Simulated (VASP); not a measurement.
# CaO (I4/mmm) in VASP: notebook

The runs below take CaO through single point, with PBEsol.

All numbers are computed with VASP 6.6.1; they aren't measurements. Logs are shortened: lines on timing, memory, paths and dates and some standing lists are left out, and cuts for length are marked.

## (1) The cell of the first run

Symmetry: I4/mmm, No. 139, tetragonal system. The conventional cell has a = 3.388 Å, b = 3.388 Å, c = 4.753 Å, α = 90.00°, β = 90.00°, γ = 90.00°. Within 3.1 Å of Ca (site symmetry 4/mmm) lie 6 O at 2.38 to 2.40 Å. Within 3.1 Å of O (site symmetry 4/mmm) lie 6 Ca at 2.38 to 2.40 Å.

## (2) Single point, PBEsol (in-plane strain +0.005)

The input, INCAR:

```
SYSTEM = CaO
ALGO = Normal ; EDIFF = 1E-6
ENCUT = 520 ; GGA = PS
ISIF = 2 ; ISMEAR = 0
LASPH = .TRUE. ; LCHARG = .FALSE.
LREAL = .FALSE. ; LWAVE = .FALSE.
NBANDS = 15 ; NELM = 80
PREC = Accurate ; SIGMA = 0.01
```

The input, KPOINTS:

```
k-points
0
G
  8 8 8
  0 0 0
```

The input, POSCAR:

```
CaO
1.0
    2.3954941418      2.3954941418      0.0000000000
   -2.3954941418      2.3954941418      0.0000000000
    0.0000000000      2.3954941418      2.3764255317
Ca O
1 1
Direct
    0.0000000000      0.0000000000      0.0000000000
    0.5000000000      0.5000000000      0.0000000000
```

Potentials or basis: VASP PAW PBE potentials, release 64 (Ca_sv, O).

On the command line:

```console
> cat potpaw_PBE.64/Ca_sv/POTCAR potpaw_PBE.64/O/POTCAR > POTCAR
> mpirun -np 1 vasp_std > vasp.out
```

OUTCAR:

```text
SYSTEM = CaO
   EDIFF = 1E-6
   ENCUT = 520
   GGA = PS
   ISIF = 2
   ISMEAR = 0
   LASPH = .TRUE.
   LREAL = .FALSE.
   NELM = 80
   PREC = Accurate

 ion  position               nearest neighbor table
   1  0.000  0.000  0.000-   2 2.38   2 2.38   2 2.40   2 2.40   2 2.40   2 2.40
   2  0.500  0.500  0.000-   1 2.38   1 2.38   1 2.40   1 2.40   1 2.40   1 2.40

  LATTYP: Found a body centered tetragonal cell.
 ALAT       =     3.3877403039
 C/A-ratio  =     1.4029561410

  Lattice vectors:

 A1 = (   2.3954941418,   0.0000000000,  -2.3764255317)
 A2 = (  -2.3954941418,   0.0000000000,  -2.3764255317)
 A3 = (   0.0000000000,   2.3954941418,   2.3764255317)

Analysis of symmetry for initial positions (statically):
=====================================================================
 Subroutine PRICEL returns:
 Original cell was already a primitive cell.

 Routine SETGRP: Setting up the symmetry group for a
 body centered tetragonal supercell.

 Subroutine GETGRP returns: Found 16 space group operations
 (whereof 16 operations were pure point group operations)
 out of a pool of 16 trial point group operations.

The static configuration has the point symmetry D_4h.

Analysis of symmetry for dynamics (positions and initial velocities):
=====================================================================
 Subroutine PRICEL returns:
 Original cell was already a primitive cell.

 Routine SETGRP: Setting up the symmetry group for a
 body centered tetragonal supercell.

 Subroutine GETGRP returns: Found 16 space group operations
 (whereof 16 operations were pure point group operations)
 out of a pool of 16 trial point group operations.

The dynamic configuration has the point symmetry D_4h.

 Subroutine INISYM returns: Found 16 space group operations
 (whereof 16 operations are pure point group operations),
 and found     1 'primitive' translations

----------------------------------------------------------------------------------------

                                     Primitive cell

  volume of cell :      27.2737

  direct lattice vectors                    reciprocal lattice vectors
     2.395494142  2.395494142  0.000000000     0.208725203  0.208725203 -0.210400029
    -2.395494142  2.395494142  0.000000000    -0.208725203  0.208725203 -0.210400029
     0.000000000  2.395494142  2.376425532     0.000000000  0.000000000  0.420800057

  length of vectors
     3.387740304  3.387740304  3.374283700     0.362492196  0.362492196  0.420800057

  position of ions in fractional coordinates (direct lattice)
     0.000000000  0.000000000  0.000000000
     0.500000000  0.500000000  0.000000000

[... 84 lines left out ...]
   POTIM  = 0.5000    time-step for ionic-motion
   TEBEG  =    0.0;   TEEND  =   0.0 temperature during run
   PSTRESS=    0.0 pullay stress
   NELECT =      16.0000    total number of electrons
   NUPDOWN=      -1.0000    fix difference up-down
   EMIN   =  10.00;   EMAX   =-10.00  energy-range for DOS
   EFERMI =   0.00;   METHOD = LEGACY
   ISMEAR =     0;   SIGMA  =   0.01  broadening in eV -4-tet -1-fermi 0-gaus
   EFERMI_NEDOS =   21; number of points for ismear=-14 and -15
   IALGO  =     38    algorithm
   IMIX   =      4    mixing-type and parameters
     AMIX     =   0.40;   BMIX     =  1.00
     AMIX_MAG =   1.60;   BMIX_MAG =  1.00
  volume/ion in A,a.u.               =      13.64        92.03
  Fermi-wavevector in a.u.,A,eV,Ry     =   1.370461  2.589796 25.553964  1.878163
  Thomas-Fermi vector in A             =   2.496245
   LORBIT       =      0    0 simple, 1 ext, 2 COOP (PROOUT), +10 PAW based schemes
   GGA     = PS    functional components
   LHFCALC =     F    Hartree Fock is set to
   AEXX    =    0.0000 exact exchange contribution
   IVDW    =     0    specifies the selected vdW correction
   LEPSILON=     F    determine dielectric tensor
   LRPA    =     F    only Hartree local field effects (RPA)
 non-spin polarized calculation
 Gauss-broadening in eV      SIGMA  =   0.01
  energy-cutoff  :      520.00
  volume of cell :       27.27
 maximum number of plane-waves:       744
 NGX is ok and might be reduce to    28
   NGX = 13   NGY = 13   NGZ = 13

 number of electron      15.9999997 magnetization

 Free energy of the ion-electron system (eV)
  ---------------------------------------------------
  ext. energy  EPLUGINS =         0.00000000
  ---------------------------------------------------
  free energy    TOTEN  =       -13.41067513 eV

  energy without entropy =      -13.41067513  energy(sigma->0) =      -13.41067513

 E-fermi :   2.4642     XC(G=0): -10.8237

 val. band max:        2.3103497557   @ k =   0.0000   0.0000   0.0000
 cond. band min:       5.8037784646   @ k =   0.0000   0.0000   0.5000
 fundamental gap:      3.4934287089
 Fermi energy:         2.4641778955

 k-point     1 :       0.0000    0.0000    0.0000
  band No.  band energies     occupation
      1     -35.0200      2.00000
      2     -15.8490      2.00000
      3     -15.8490      2.00000
      4     -15.8446      2.00000
      5     -13.1830      2.00000
      6       2.2886      2.00000
      7       2.2886      2.00000
      8       2.3103      2.00000
      9       6.9994      0.00000
     10       8.5108      0.00000
     11       8.5108      0.00000
     12       8.5677      0.00000
     13      10.0599      0.00000
     14      10.1380      0.00000
[... 401 lines left out ...]
      2     -16.6858      2.00000
      3     -15.9806      2.00000
      4     -15.8770      2.00000
      5     -12.2836      2.00000
      6       0.3354      2.00000
      7       1.2993      2.00000
      8       1.6336      2.00000
      9       8.4730      0.00000
     10       9.5925      0.00000
     11       9.6534      0.00000
     12      10.4644      0.00000
     13      11.7832      0.00000
     14      12.1722      0.00000
     15      18.1752      0.00000

 [... further k-points ...]
[... 5 lines left out ...]
  --------------------------------------------------------------------------------------
  -------------------------------------------------------------------------------------
  Total       -0.1087147     -0.1087147      0.1251456      0.0000000      0.0000000     -0.0000000
  in kB       -6.3863779     -6.3863779      7.3515970      0.0000000      0.0000000     -0.0000000
  external PRESSURE =      -1.8070529 kB  Pullay stress =       0.0000000 kB

 VOLUME and BASIS-vectors are now :
 -----------------------------------------------------------------------------
  energy-cutoff  :      520.00
  volume of cell :       27.27
      direct lattice vectors                 reciprocal lattice vectors
     2.395494142  2.395494142  0.000000000     0.208725203  0.208725203 -0.210400029
    -2.395494142  2.395494142  0.000000000    -0.208725203  0.208725203 -0.210400029
     0.000000000  2.395494142  2.376425532     0.000000000  0.000000000  0.420800057

 POSITION                                       TOTAL-FORCE (eV/Angst)
 -----------------------------------------------------------------------------------
      0.00000      0.00000      0.00000         0.000000      0.000000      0.000000
      0.00000      2.39549      0.00000        -0.000000     -0.000000      0.000000
 -----------------------------------------------------------------------------------
    total drift:                               -0.000000      0.000000     -0.000000

  FREE ENERGIE OF THE ION-ELECTRON SYSTEM (eV)
  ---------------------------------------------------
  free  energy   TOTEN  =       -13.4106751331 eV

  energy  without entropy=      -13.4106751331  energy(sigma->0) =      -13.41067513
```

OSZICAR:

```text
N       E                     dE             d eps       ncg     rms          rms(c)
DAV:   1     0.122615212006E+03    0.12262E+03   -0.83547E+03  1770   0.109E+03
DAV:   2    -0.975935482680E+01   -0.13237E+03   -0.12271E+03  2268   0.289E+02
DAV:   3    -0.148091676321E+02   -0.50498E+01   -0.50187E+01  2036   0.592E+01
DAV:   4    -0.149303936840E+02   -0.12123E+00   -0.12113E+00  2586   0.809E+00
DAV:   5    -0.149320408097E+02   -0.16471E-02   -0.16471E-02  1982   0.858E-01    0.807E+00
DAV:   6    -0.135076504685E+02    0.14244E+01   -0.42749E+00  1974   0.208E+01    0.351E+00
DAV:   7    -0.134272127012E+02    0.80438E-01   -0.36069E-01  2015   0.630E+00    0.177E+00
DAV:   8    -0.134115732036E+02    0.15639E-01   -0.71142E-02  2239   0.288E+00    0.396E-01
DAV:   9    -0.134103330733E+02    0.12401E-02   -0.47962E-03  1861   0.578E-01    0.102E-01
DAV:  10    -0.134107036126E+02   -0.37054E-03   -0.50437E-04  2106   0.258E-01    0.480E-02
DAV:  11    -0.134106759241E+02    0.27688E-04   -0.40389E-05  2433   0.893E-02    0.607E-03
DAV:  12    -0.134106751331E+02    0.79098E-06   -0.64935E-06  2051   0.278E-02
   1 F= -.13410675E+02 E0= -.13410675E+02  d E =-.188206-107
```

stdout:

```text
POSCAR found type information on POSCAR CaO
 POSCAR found :  2 types and       2 ions
 scaLAPACK will be used
 -----------------------------------------------------------------------------
|                                                                             |
|                                                                             |
|     You enforced a specific xc type in the INCAR file but a different       |
|     I HOPE YOU KNOW WHAT YOU ARE DOING!                                     |
|                                                                             |
 -----------------------------------------------------------------------------

 LDA part: xc-table for (Slater+PW92), standard interpolation
 POSCAR, INCAR and KPOINTS ok, starting setup
 FFT: planning ... GRIDC
 FFT: planning ... GRID_SOFT
 FFT: planning ... GRID
 WAVECAR not read
 entering main loop
```

Wall time 13 s (1 thread of Intel Xeon Platinum 8559C (Emerald Rapids), shared host); peak memory 0.17 GiB.

What came out:

```
Free energy            : -13.4107 eV
Pressure               : -0.2 GPa
Band gap on the k mesh : 3.49 eV, indirect (least direct gap 3.89 eV)
```

Stress tensor (GPa, compression positive):
```
-0.64  0.00  0.00
 0.00 -0.64  0.00
 0.00  0.00  0.74
```

Levels at points of the mesh, in eV from the valence-band top:
```csv
k point,band 4,band 5,band 6,band 7,band 8,band 9,band 10,band 11,band 12,band 13
"(0.00, 0.00, 0.00)",-18.15,-15.49,-0.02,-0.02,0.00,4.69,6.20,6.20,6.26,7.75
"(0.50, 0.00, 0.00)",-18.21,-14.18,-2.75,-1.27,-1.27,7.08,8.45,8.45,8.46,10.57
"(0.50, 0.50, 0.00)",-18.40,-15.25,-1.34,-0.39,-0.37,3.52,8.15,9.01,9.67,9.73
"(0.00, 0.00, 0.50)",-18.42,-15.25,-1.29,-0.40,-0.40,3.49,8.17,9.01,9.70,9.70
```

Caveat: the cell differs from its parent crystal (in-plane strain +0.005); the PAW data sets were made with another functional, which shifts forces and pressure a little.

## (3) Single point, PBEsol (film at in-plane strain +0.005)

The input, INCAR:

```
SYSTEM = CaO
PREC = Accurate ; ENCUT = 520
EDIFF = 1E-7 ; ISMEAR = 0
SIGMA = 0.01 ; LREAL = .False.
LASPH = .True. ; NELM = 60
ALGO = Normal ; ISIF = 2
LWAVE = .False. ; LCHARG = .False.
GGA = PS ; NBANDS = 15
```

The input, KPOINTS:

```
Automatic mesh
0
Gamma
  8 8 8
  0 0 0
```

Edit POSCAR of step 2 so:

```diff
@@ -4,3 +4,3 @@
    -2.3954941418      2.3954941418      0.0000000000
-    0.0000000000      2.3954941418      2.3764255317
+    0.0000000000      2.3954941418      2.3771353024
 Ca O
```

Potentials or basis: VASP PAW PBE potentials, release 64 (Ca_sv, O).

On the command line:

```console
> cat potpaw_PBE.64/Ca_sv/POTCAR potpaw_PBE.64/O/POTCAR > POTCAR
> mpirun -np 1 vasp_std > vasp.out
```

Wall time 14 s (1 thread of Intel Xeon Platinum 8559C (Emerald Rapids), shared host); peak memory 0.17 GiB.

The run converged. Its results:

```yaml
Free_energy: -13.4107 eV
Pressure: -0.2 GPa
Band_gap_on_the_k_mesh: 3.50 eV, indirect (least direct gap 3.89 eV)
```

Stress tensor (GPa, compression positive):
```
-0.62  0.00  0.00
 0.00 -0.62  0.00
 0.00  0.00  0.70
```

Levels at points of the mesh, in eV from the valence-band top:
| k point | band 4 | band 5 | band 6 | band 7 | band 8 | band 9 | band 10 | band 11 | band 12 | band 13 |
| --- | --- | --- | --- | --- | --- | --- | --- | --- | --- | --- |
| (0.00, 0.00, 0.00) | -18.15 | -15.49 | -0.02 | -0.02 | 0.00 | 4.69 | 6.20 | 6.20 | 6.26 | 7.75 |
| (0.50, 0.00, 0.00) | -18.21 | -14.18 | -2.75 | -1.27 | -1.27 | 7.08 | 8.45 | 8.45 | 8.46 | 10.57 |
| (0.50, 0.50, 0.00) | -18.40 | -15.25 | -1.34 | -0.39 | -0.37 | 3.52 | 8.15 | 9.01 | 9.67 | 9.73 |
| (0.00, 0.00, 0.50) | -18.41 | -15.25 | -1.29 | -0.40 | -0.40 | 3.50 | 8.17 | 9.01 | 9.70 | 9.70 |

Caveat: the cell differs from its parent crystal (film at in-plane strain +0.005); the PAW data sets were made with another functional, which shifts forces and pressure a little. A k mesh can miss the band edges.

## (4) Single point, PBEsol (in-plane strain +0.01, then relaxed in part)

The input, INCAR:

```
ALGO = Normal ; EDIFF = 1E-7
ENCUT = 520 ; GGA = PS
ISIF = 2 ; ISMEAR = 0
LASPH = True ; LCHARG = True
LELF = True ; LREAL = False
LVHAR = True ; LWAVE = False
NBANDS = 15 ; NELM = 80
PREC = Accurate ; SIGMA = 0.01
```

The input, KPOINTS:

```
k-points
0
Gamma
  8 8 8
```

The input, POSCAR:

```
CaO
1.0
    2.4074120231      2.4074120231      0.0000000000
   -2.4074120231      2.4074120231      0.0000000000
    0.0000000000      2.4074120231      2.3713732647
Ca O
1 1
Direct
    0.0000000000      0.0000000000      0.0000000000
    0.5000000000      0.5000000000      0.0000000000
```

On the command line:

```console
> cat potpaw_PBE.64/Ca_sv/POTCAR potpaw_PBE.64/O/POTCAR > POTCAR
> mpirun -np 1 vasp_std > vasp.out
```

It took 15 s on 1 thread of Intel Xeon Platinum 8559C (Emerald Rapids), shared host; peak memory 0.17 GiB.

The run converged. Its results:

```yaml
Free_energy: -13.4086 eV
Pressure: -1.0 GPa
Band_gap_on_the_k_mesh: 3.47 eV, indirect (least direct gap 3.89 eV)
```

Stress tensor (GPa, compression positive):
```
-1.82  0.00  0.00
 0.00 -1.82  0.00
 0.00  0.00  0.69
```

Levels at points of the mesh, in eV from the valence-band top:
```csv
k point,band 5,band 6,band 7,band 8,band 9,band 10,band 11,band 12
"(0.00, 0.00, 0.00)",-15.49,-0.04,-0.04,0.00,4.61,6.16,6.16,6.26
"(0.50, 0.00, 0.00)",-14.21,-2.75,-1.27,-1.27,7.04,8.38,8.40,8.41
"(0.50, 0.50, 0.00)",-15.25,-1.37,-0.41,-0.37,3.52,8.08,8.96,9.58
"(0.00, 0.00, 0.50)",-15.24,-1.28,-0.43,-0.43,3.47,8.11,8.96,9.64
```

Caveat: the cell differs from its parent crystal (in-plane strain +0.01, then relaxed in part); the PAW data sets were made with another functional, which shifts forces and pressure a little.

## (5) The runs side by side

```tsv
cell	gap on the mesh (eV)	pressure (GPa)
a = 3.388, b = 3.388, c = 3.374 Å, angles 59.9, 59.9, 90.0°, 2 atoms	3.49	-0.2
a = 3.388, b = 3.388, c = 3.375 Å, angles 59.9, 59.9, 90.0°, 2 atoms	3.50	-0.2
a = 3.405, b = 3.405, c = 3.379 Å, angles 59.8, 59.8, 90.0°, 2 atoms	3.47	-1.0
```

Alike in all rows: task single point; level PBEsol; potentials or basis VASP PAW PBE potentials, release 64 (Ca_sv, O); no spin polarisation; k mesh 8 × 8 × 8; cutoff (eV) 520; smearing gaussian 0.01 eV.

Caveats: the PAW data sets were made with another functional, which shifts forces and pressure a little.

Total energies depend on the potentials used, so only differences within one code and one set of settings carry meaning.
